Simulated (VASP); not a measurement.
# NiSbO4 (F-43m) in VASP: further runs

The runs below take NiSbO4 through single point, relaxation of cell and atoms, with PBE.

Everything below comes from runs of VASP 6.6.1. Logs are shortened: lines on timing, memory, paths and dates and some standing lists are left out, and cuts for length are marked.

### 1 The cell of the first run

It takes space group F-43m (No. 216, cubic). Conventional cell: a = 6.360 Å, b = 6.360 Å, c = 6.360 Å, α = 90.00°, β = 90.00°, γ = 90.00°. Ni (site symmetry -43m) has 12 O at 2.64 Å and 4 Sb at 2.75 Å within 3.5 Å. Within 3.5 Å of Sb (site symmetry -43m) lie 12 O at 2.64 Å and 4 Ni at 2.75 Å. Within 3.0 Å of O (site symmetry 3m) lie 6 O at 2.24 to 2.25 Å and 3 Ni at 2.64 Å and 3 Sb at 2.64 Å.

The cell was built from a structure type or drawn by symmetry, and may not be a known phase.

### 2 Single point, PBE, collinear spin, ferromagnetic start

File INCAR:

```
PREC     = Accurate       # precision mode
ENCUT    = 520            # plane-wave cutoff, eV
EDIFF    = 1E-7           # SCF threshold, eV
ISMEAR   = 0              # smearing method
SIGMA    = 0.1            # smearing width, eV
LREAL    = False          # projectors in reciprocal space
LASPH    = True           # aspherical terms in the spheres
NELM     = 150            # most SCF steps
ALGO     = Normal         # electronic algorithm
ISIF     = 2              # what is computed and relaxed
LWAVE    = False          # write WAVECAR
LCHARG   = False          # write CHGCAR
ISPIN    = 2              # spin polarisation
MAGMOM   = 2 0 0 0 0 0    # initial moments
LORBIT   = 11             # projections on sites
LMAXMIX  = 4              # l up to which the mixer works
GGA      = PE             # functional
NBANDS   = 32             # bands
```

File KPOINTS:

```
Automatic mesh
0
Gamma
  4 4 4
```

File POSCAR:

```
NiSbO4
1.0
    0.0000000000      3.1798845759      3.1798845759
    3.1798845759      0.0000000000      3.1798845759
    3.1798845759      3.1798845759      0.0000000000
Ni Sb O
1 1 4
Direct
    0.2500000000      0.2500000000      0.2500000000
    0.0000000000      0.0000000000      0.0000000000
    0.1260450882      0.6246516373      0.6246516373
    0.6246516373      0.1260450882      0.6246516373
    0.6246516373      0.6246516373      0.1260450882
    0.6246516373      0.6246516373      0.6246516373
```

Potentials or basis: VASP PAW PBE potentials, release 64 (Ni, Sb, O).

Command:

```console
$ cat potpaw_PBE.64/Ni/POTCAR potpaw_PBE.64/Sb/POTCAR potpaw_PBE.64/O/POTCAR > POTCAR
$ mpirun -np 1 vasp_std > vasp.out
```

OUTCAR:

```text
PREC = Accurate
   ENCUT = 520
   EDIFF = 1E-7
   ISMEAR = 0
   LREAL = False
   LASPH = True
   NELM = 150
   ISIF = 2
   ISPIN = 2
   LORBIT = 11
   GGA = PE

 ion  position               nearest neighbor table
   1  0.250  0.250  0.250-   2 2.75   2 2.75   2 2.75   2 2.75
   2  0.000  0.000  0.000-   3 2.64   4 2.64   5 2.64   6 2.64   6 2.64   6 2.64   3 2.64   4 2.64
                             4 2.64   3 2.64   5 2.64   5 2.64   1 2.75   1 2.75   1 2.75   1 2.75
   3  0.126  0.625  0.625-   2 2.64   2 2.64   2 2.64
   4  0.625  0.126  0.625-   2 2.64   2 2.64   2 2.64
   5  0.625  0.625  0.126-   2 2.64   2 2.64   2 2.64
   6  0.625  0.625  0.625-   2 2.64   2 2.64   2 2.64

  LATTYP: Found a face centered cubic cell.
 ALAT       =     6.3597691518

  Lattice vectors:

 A1 = (   0.0000000000,   3.1798845759,   3.1798845759)
 A2 = (   3.1798845759,   0.0000000000,   3.1798845759)
 A3 = (   3.1798845759,   3.1798845759,   0.0000000000)

Analysis of symmetry for initial positions (statically):
=====================================================================
 Subroutine PRICEL returns:
 Original cell was already a primitive cell.

 Routine SETGRP: Setting up the symmetry group for a
 face centered cubic supercell.

 Subroutine GETGRP returns: Found 24 space group operations
 (whereof 24 operations were pure point group operations)
 out of a pool of 48 trial point group operations.

The static configuration has the point symmetry T_d .

Analysis of symmetry for dynamics (positions and initial velocities):
=====================================================================
 Subroutine PRICEL returns:
 Original cell was already a primitive cell.

 Routine SETGRP: Setting up the symmetry group for a
 face centered cubic supercell.

 Subroutine GETGRP returns: Found 24 space group operations
 (whereof 24 operations were pure point group operations)
 out of a pool of 48 trial point group operations.

The dynamic configuration has the point symmetry T_d .

Analysis of structural, dynamic, and magnetic symmetry:
=====================================================================
 Subroutine PRICEL returns:
 Original cell was already a primitive cell.

 Routine SETGRP: Setting up the symmetry group for a
 face centered cubic supercell.

 Subroutine GETGRP returns: Found 24 space group operations
 (whereof 24 operations were pure point group operations)
 out of a pool of 48 trial point group operations.

The overall configuration has the point symmetry T_d .

 Subroutine INISYM returns: Found 24 space group operations
 (whereof 24 operations are pure point group operations),
 and found     1 'primitive' translations

----------------------------------------------------------------------------------------

                                     Primitive cell

  volume of cell :      64.3079

  direct lattice vectors                    reciprocal lattice vectors
     0.000000000  3.179884576  3.179884576    -0.157238412  0.157238412  0.157238412
     3.179884576  0.000000000  3.179884576     0.157238412 -0.157238412  0.157238412
     3.179884576  3.179884576  0.000000000     0.157238412  0.157238412 -0.157238412

  length of vectors
     4.497035894  4.497035894  4.497035894     0.272344918  0.272344918  0.272344918

  position of ions in fractional coordinates (direct lattice)
     0.250000000  0.250000000  0.250000000
     0.000000000  0.000000000  0.000000000
     0.126045088  0.624651637  0.624651637
     0.624651637  0.126045088  0.624651637
     0.624651637  0.624651637  0.126045088
     0.624651637  0.624651637  0.624651637

  ion indices of the primitive-cell ions
   primitive index   ion index
                 1           1
                 2           2
                 3           3
                 4           4
                 5           5
                 6           6

----------------------------------------------------------------------------------------

 KPOINTS: Automatic mesh

Automatic generation of k-mesh.
 Grid dimensions read from file:
 generate k-points for:    4    4    4

[... 25 lines left out ...]
 -0.250000  0.250000  0.000000     12.000000
  0.500000  0.500000  0.000000      3.000000
 -0.250000  0.500000  0.250000      6.000000
   k-points           NKPTS =      8   k-points in BZ     NKDIM =      8   number of bands    NBANDS=     32
   number of dos      NEDOS =    301   number of ions     NIONS =      6
   total plane-waves  NPLWV =  46656
   dimension x,y,z NGX =    36 NGY =   36 NGZ =   36
   dimension x,y,z NGXF=    72 NGYF=   72 NGZF=   72
   ions per type =               1   1   4
   NGX,Y,Z   is equivalent  to a cutoff of  13.31, 13.31, 13.31 a.u.
   NGXF,Y,Z  is equivalent  to a cutoff of  26.62, 26.62, 26.62 a.u.
 SYSTEM =  unknown system
   PREC   = accura    normal or accurate (medium, high low for compatibility)
   ISTART =      0    job   : 0-new  1-cont  2-samecut
   ICHARG =      2    charge: 1-file 2-atom 10-const
   ISPIN  =      2    spin polarized calculation?
   LNONCOLLINEAR =      F non collinear calculations
   LSORBIT =      F    spin-orbit coupling
   LASPH  =      T    aspherical Exc in radial PAW
   ENCUT  =  520.0 eV  38.22 Ry    6.18 a.u.   8.36  8.36  8.36*2*pi/ulx,y,z
   NELM   =    150;   NELMIN=  2; NELMDL= -5     # of ELM steps
   EDIFF  = 0.1E-06   stopping-criterion for ELM
   LREAL  =      F    real-space projection
   EDIFFG = 0.1E-05   stopping-criterion for IOM
   NSW    =      0    number of steps for IOM
   IBRION =     -1    ionic relax: 0-MD 1-quasi-New 2-CG
   NFREE  =      0    steps in history (QN), initial steepest desc. (CG)
   ISIF   =      2    stress and relaxation
   ISYM   =      2    0-nonsym 1-usesym 2-fastsym
   POTIM  = 0.5000    time-step for ionic-motion
   TEBEG  =    0.0;   TEEND  =   0.0 temperature during run
   PSTRESS=    0.0 pullay stress
   NELECT =      39.0000    total number of electrons
   NUPDOWN=      -1.0000    fix difference up-down
   EMIN   =  10.00;   EMAX   =-10.00  energy-range for DOS
   EFERMI =   0.00;   METHOD = LEGACY
   ISMEAR =     0;   SIGMA  =   0.10  broadening in eV -4-tet -1-fermi 0-gaus
   EFERMI_NEDOS =   21; number of points for ismear=-14 and -15
   IALGO  =     38    algorithm
   IMIX   =      4    mixing-type and parameters
     AMIX     =   0.40;   BMIX     =  1.00
     AMIX_MAG =   1.60;   BMIX_MAG =  1.00
  volume/ion in A,a.u.               =      10.72        72.33
  Fermi-wavevector in a.u.,A,eV,Ry     =   1.385718  2.618628 26.126121  1.920216
  Thomas-Fermi vector in A             =   2.510102
   LORBIT       =     11    0 simple, 1 ext, 2 COOP (PROOUT), +10 PAW based schemes
   GGA     = PE    functional components
   LHFCALC =     F    Hartree Fock is set to
   AEXX    =    0.0000 exact exchange contribution
   IVDW    =     0    specifies the selected vdW correction
   LEPSILON=     F    determine dielectric tensor
   LRPA    =     F    only Hartree local field effects (RPA)
 spin polarized calculation
 Gauss-broadening in eV      SIGMA  =   0.10
  energy-cutoff  :      520.00
  volume of cell :       64.31
 maximum number of plane-waves:      1759
 NGX is ok and might be reduce to    36
   NGX = 17   NGY = 17   NGZ = 17

 number of electron      39.0000026 magnetization       0.5130711

 Free energy of the ion-electron system (eV)
  ---------------------------------------------------
  ext. energy  EPLUGINS =         0.00000000
  ---------------------------------------------------
  free energy    TOTEN  =       -23.55365704 eV

  energy without entropy =      -23.51799774  energy(sigma->0) =      -23.53582739

 E-fermi :   6.6697     XC(G=0): -11.8878

 val. band max:        6.5992412390   @ k =   0.5000   0.2500   0.0000
 cond. band min:       6.7014343788   @ k =   0.5000   0.2500   0.0000
 fundamental gap:      0.1021931397
 Fermi energy:         6.6696785940

 spin component 1

 k-point     1 :       0.0000    0.0000    0.0000
  band No.  band energies     occupation
      1     -13.3037      1.00000
      2      -9.6658      1.00000
      3      -9.6658      1.00000
      4      -9.6658      1.00000
      5      -1.3986      1.00000
      6       0.3799      1.00000
[... 261 lines left out ...]
     30      19.7511      0.00000
     31      20.6085      0.00000
 Fermi energy:         6.6696785940

 spin component 2

 k-point     1 :       0.0000    0.0000    0.0000
  band No.  band energies     occupation
      1     -13.3751      1.00000
      2      -9.7248      1.00000
      3      -9.7248      1.00000
      4      -9.7248      1.00000
      5      -1.5077      1.00000
      6      -0.0308      1.00000
[... 261 lines left out ...]
     30      19.7265      0.00000
     31      20.5816      0.00000
 [bands above 31 left out]

------------------------ aborting loop because EDIFF is reached ----------------------------------------

  FORCE on cell =-STRESS in cart. coord.  units (eV):
  Direction    XX          YY          ZZ          XY          YZ          ZX
  --------------------------------------------------------------------------------------
  -------------------------------------------------------------------------------------
  Total       -0.1962529     -0.1962529     -0.1962529     -0.0000000     -0.0000000     -0.0000000
  in kB       -4.8894798     -4.8894798     -4.8894798     -0.0000000     -0.0000000     -0.0000000
  external PRESSURE =      -4.8894798 kB  Pullay stress =       0.0000000 kB

 VOLUME and BASIS-vectors are now :
 -----------------------------------------------------------------------------
  energy-cutoff  :      520.00
  volume of cell :       64.31
      direct lattice vectors                 reciprocal lattice vectors
     0.000000000  3.179884576  3.179884576    -0.157238412  0.157238412  0.157238412
     3.179884576  0.000000000  3.179884576     0.157238412 -0.157238412  0.157238412
     3.179884576  3.179884576  0.000000000     0.157238412  0.157238412 -0.157238412

 POSITION                                       TOTAL-FORCE (eV/Angst)
 -----------------------------------------------------------------------------------
      1.58994      1.58994      1.58994        -0.000000     -0.000000     -0.000000
      0.00000      0.00000      0.00000        -0.000000     -0.000000     -0.000000
      3.97264      2.38713      2.38713         0.116686     -0.116686     -0.116686
      2.38713      3.97264      2.38713        -0.116686      0.116686     -0.116686
      2.38713      2.38713      3.97264        -0.116686     -0.116686      0.116686
      3.97264      3.97264      3.97264         0.116686      0.116686      0.116686
 -----------------------------------------------------------------------------------
    total drift:                               -0.000001     -0.000001     -0.000001

  FREE ENERGIE OF THE ION-ELECTRON SYSTEM (eV)
  ---------------------------------------------------
  free  energy   TOTEN  =       -23.5536570448 eV

  energy  without entropy=      -23.5179977351  energy(sigma->0) =      -23.53582739

 total charge

# of ion       s       p       d       tot
------------------------------------------
    1        0.235   0.202   8.415   8.852
    2        1.322   0.722   0.075   2.119
    3        1.639   3.098   0.000   4.737
    4        1.639   3.098   0.000   4.737
    5        1.639   3.098   0.000   4.737
    6        1.639   3.098   0.000   4.737
--------------------------------------------------
tot          8.112  13.319   8.489  29.920

 magnetization (x)

# of ion       s       p       d       tot
------------------------------------------
    1       -0.006  -0.006   0.710   0.698
    2        0.012  -0.039  -0.002  -0.029
    3       -0.001  -0.022   0.000  -0.023
    4       -0.001  -0.022   0.000  -0.023
    5       -0.001  -0.022   0.000  -0.023
    6       -0.001  -0.022   0.000  -0.023
--------------------------------------------------
tot          0.002  -0.133   0.708   0.577
```

Run time: 67 s. Hardware: 1 thread of Intel Xeon 6975P-C (Granite Rapids), shared host; peak memory 0.25 GiB.

Results:

```
Free energy                                           : -23.5537 eV
Pressure                                              : -0.5 GPa
Largest force                                         : 0.202 eV/Å
Net moment                                            : 0.51 μB per cell
Site moments                                          : Ni +0.70; Sb -0.03; O -0.02 μB
Valence electrons inside the program's atomic spheres : Ni 8.85; Sb 2.12; O 4.74
```

Forces in eV/Å, atoms in the order of the input:
```
Ni   0.000  0.000  0.000
Sb   0.000  0.000  0.000
O    0.117 -0.117 -0.117
O   -0.117  0.117 -0.117
O   -0.117 -0.117  0.117
O    0.117  0.117  0.117
```

Caveat: the k points lie up to 0.43 Å⁻¹ apart; spin-orbit coupling is left out, which moves the levels of the heavy elements; a cell with one magnetic atom can't hold antiferromagnetic order, which such compounds often take; semilocal functionals often make such compounds metallic where correlation or magnetic order opens a gap, which also shifts bond lengths. With open d or f shells a metallic result of PBE can be an artefact of self-interaction; +U or a hybrid may open a gap.

(Continued in part 2 of 2.)
